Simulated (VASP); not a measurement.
A run of VASP 6.6.1:

File INCAR:

```
PREC = Accurate
ENCUT = 520
EDIFF = 1E-7
ISMEAR = 0
SIGMA = 0.02
LREAL = False
LASPH = True
NELM = 100
ALGO = Normal
ISIF = 2
LWAVE = False
LCHARG = False
GGA = PE
NBANDS = 20
```

KPOINTS

```
regular mesh
0
Gamma
  12 12 4
```

Contents of POSCAR:

```
SnSe2
1.0
    3.8658450213      0.0000000000      0.0000000000
   -1.9329225107      3.3479199955      0.0000000000
    0.0000000000      0.0000000000      6.7991482373
Sn Se
1 2
Direct
    0.0000000000      0.0000000000      0.0000000000
    0.3333333333      0.6666666667      0.2348732450
    0.6666666667      0.3333333333      0.7651267550
```

Potentials or basis: VASP PAW PBE potentials, release 64 (Sn_d, Se).

The run is started by

```console
$ cat potpaw_PBE.64/Sn_d/POTCAR potpaw_PBE.64/Se/POTCAR > POTCAR
$ mpirun -np 1 vasp_std > vasp.out
```

Hardware: 1 thread of Intel(R) Xeon(R) 6975P-C (Granite Rapids), with other jobs on the host.

How long does it take, and how much memory?

Wall time 57 s on 1 thread of Intel(R) Xeon(R) 6975P-C (Granite Rapids), with other jobs on the host, peak memory 0.28 GiB. Counts: scf iterations 15, k points 69.
